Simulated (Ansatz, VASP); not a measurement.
## BaTaH5: VASP beside Ansatz

```
Ba Ta H
1.0
     3.36094    0.00000    0.00000
     0.00000    3.36094    0.00000
     0.00000    0.00000    6.95829
Ba Ta H
1 1 5
Direct
  0.00000 0.00000 0.00000
  0.00000 0.00000 0.50000
  0.50000 0.50000 0.00000
  0.50000 0.00000 0.65920
  0.00000 0.50000 0.65920
  0.50000 0.00000 0.34080
  0.00000 0.50000 0.34080
```

Change from the starting cell: species swapped into the PrIn5Ir type (P4/mmm, No. 123).

Alike in both runs: functional PBE; k mesh 6 × 6 × 4; occupations gaussian, width 0.1 eV; no spin polarisation.

Ansatz relaxed the structure, and its values are those at the end. VASP's run is a single point on that final structure, the one shown.

```csv
,VASP,Ansatz
version,VASP 6.6.1,Ansatz 0.2.0
potentials or method,"VASP PAW PBE potentials, release 64 (Ba_sv, Ta_pv, H), cutoff 520 eV","scalar-relativistic, plane waves, PAW"
valence electrons in the cell,26,28
```

VASP gave:

- gap on the k mesh at the Fermi level (eV): none
- pressure (GPa): 1.1
- rms of the force components (eV/Å): 0.006

Task: Which values does Ansatz return?

Result: gap on the k mesh at the Fermi level (eV): none; pressure (GPa): 0.0; rms of the force components (eV/Å): 0.000.

A gap of «none» marks a metal or a gap that the smearing closes. VASP's potentials hold 26 valence electrons a cell and Ansatz's 28, so a difference there can come from the potentials and not from the codes.

Neither program's run includes spin-orbit coupling.
